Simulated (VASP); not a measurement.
Wanted: the native input for a VASP 6.6.1 run.

| Quantity | Value |
| --- | --- |
| Task | relaxation of cell and atoms |
| Functional | LDA |
| Potentials or basis | VASP PAW LDA potentials, release 64 (Ir) |
| Cutoff | 600 eV |
| k mesh | 9 × 9 × 12 |
| Occupations | fermi-dirac, width 0.08 eV |
| Spin | no spin polarisation |
| Target pressure | 68 GPa |
| Dipole correction | no |
| Further INCAR settings | ALGO = Normal; EDIFF = 1e-06; IBRION = 2; EDIFFG = -0.005; NSW = 32; ISIF = 3 |

The structure of Ir lies in POSCAR:

```
Ir
1.0
    4.1392202465      0.0000000000      0.0000000000
   -2.0696101233      3.5846698853      0.0000000000
    0.0000000000      0.0000000000      2.5305931273
Ir
3
Direct
    0.0000000000      0.0000000000      0.0000000000
    0.3333333333      0.6666666667      0.5000000000
    0.6666666667      0.3333333333      0.5000000000
```

This isn't the form of Ir at room conditions, which is fcc.

The input as run:

INCAR

```
SYSTEM = Ir
PREC = Accurate
ENCUT = 600
EDIFF = 1E-6
ISMEAR = -1
SIGMA = 0.08
LREAL = .FALSE.
LASPH = .TRUE.
NELM = 60
ALGO = Normal
ISIF = 3
LWAVE = .FALSE.
LCHARG = .FALSE.
GGA = CA
IBRION = 2
NSW = 32
EDIFFG = -0.005
PSTRESS = 680.0
```

KPOINTS

```
Automatic mesh
0
G
  9 9 12
  0 0 0
```

Potentials or basis: VASP PAW LDA potentials, release 64 (Ir).

The run is started by

```console
$ cat potpaw_LDA.64/Ir/POTCAR > POTCAR
$ mpirun -np 1 vasp_std > vasp.out
```

It gave:

The relaxed volume is 12.59 Å³/atom and the relaxed cell is a = 4.147 Å, b = 4.147 Å, c = 2.536 Å, α = 90.00°, β = 90.00°, γ = 120.00°. The space group after relaxing (to 0.1 Å) is P6/mmm (No. 191) and the energy change on relaxing (the run minimises the enthalpy) is -32.4 meV/atom. The ionic steps are 7, the pressure after relaxing is 68.0 GPa and the band gap on the k mesh is zero (an odd number of electrons rules out a gap without spin polarisation).

Caveat: the cell is relaxed towards a set pressure, so the run minimises the enthalpy, not the energy; spin-orbit coupling is left out, which moves the levels of the heavy elements.

Wall time 100 s on 1 thread of Intel(R) Xeon(R) Platinum 8488C (Sapphire Rapids), on a shared host, peak memory 0.19 GiB.
